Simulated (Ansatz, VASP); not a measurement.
**BaTiO3: VASP beside Ansatz**

```
Ba Ti O
1.0
     4.00618    0.00000    0.00000
     0.01098    4.00616    0.00000
     0.02195    0.02189    8.01230
Ba Ti O
2 2 6
Direct
  0.00000 0.00000 0.00000
  0.00000 0.00000 0.50000
  0.48470 0.48470 0.24235
  0.48470 0.48470 0.74235
  0.50880 0.50880 0.00915
  0.50880 0.50880 0.50915
  0.01830 0.50880 0.25440
  0.01830 0.50880 0.75440
  0.50880 0.01830 0.25440
  0.50880 0.01830 0.75440
```

Alike in both runs: task single point; functional r2SCAN; k mesh 6 × 6 × 3; no spin polarisation; Hubbard terms Ti d U = 4.84 eV, O p U = 5.24 eV.

|  | VASP | Ansatz |
| --- | --- | --- |
| version | VASP 6.6.1 | Ansatz 0.2.0 |
| potentials or method | VASP PAW PBE potentials, release 64 (Ba_sv, Ti_sv, O), cutoff 660 eV | PAW plane waves |
| occupations | fermi-dirac, width 0.1 eV | fermi-dirac |
| valence electrons in the cell | 80 | 80 |

Ansatz gave:

| Property | Result |
| --- | --- |
| gap on the k mesh at the Fermi level (eV) | 4.18 |
| pressure (GPa) | 3.4 |
| traceless stress, the component that is largest in VASP (GPa) | -0.20 |
| rms of the force components (eV/Å) | 0.444 |

**Question.** Estimate VASP's values.

**Answer.** gap on the k mesh at the Fermi level (eV): 3.49; pressure (GPa): 5.9; traceless stress, the component that is largest in VASP (GPa): -0.28; rms of the force components (eV/Å): 0.546.

VASP's potentials were made for PBE, not for r2SCAN. The programs project onto different local orbitals, so the same U acts differently, and such runs can settle in different states. Atom by atom the forces differ by 0.121 eV/Å (rms over components). Ansatz's warnings: structure snapped to symmetry.

Spin-orbit coupling is off throughout.
